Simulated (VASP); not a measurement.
Ir, 2 atoms in the cell. It takes space group Fd-3m (No. 227, cubic). The conventional cell has a = 5.571 Å, b = 5.571 Å, c = 5.571 Å, α = 90.00°, β = 90.00°, γ = 90.00°. Ir (site symmetry -43m) has 4 Ir at 2.41 Å within 3.2 Å. 

| Quantity | Value |
| --- | --- |
| Program | VASP 6.6.1 |
| Task | relaxation of cell and atoms |
| Functional | PBE |
| Potentials or basis | VASP PAW PBE potentials, release 64 (Ir) |
| Cutoff | 600 eV |
| k mesh | 13 × 13 × 13 |
| Occupations | fermi-dirac, width 0.1 eV |
| Spin | no spin polarisation |
| Dipole correction | no |
| Further INCAR settings | ALGO = Normal; EDIFF = 1e-07; IBRION = 2; EDIFFG = -0.03; NSW = 60; ISIF = 3 |

Potentials or basis: VASP PAW PBE potentials, release 64 (Ir).

Run with:

```sh
$ cat potpaw_PBE.64/Ir/POTCAR > POTCAR
$ mpirun -np 1 vasp_std > vasp.out
```

Hardware: 1 thread of Intel(R) Xeon(R) 6975P-C (Granite Rapids) (shared host).

Task: Estimate the wall time of this run.

Result: It took 38 s on 1 thread of Intel(R) Xeon(R) 6975P-C (Granite Rapids), on a shared host, peak memory 0.21 GiB. Counts: scf iterations 27, k points 84, ion steps 3.
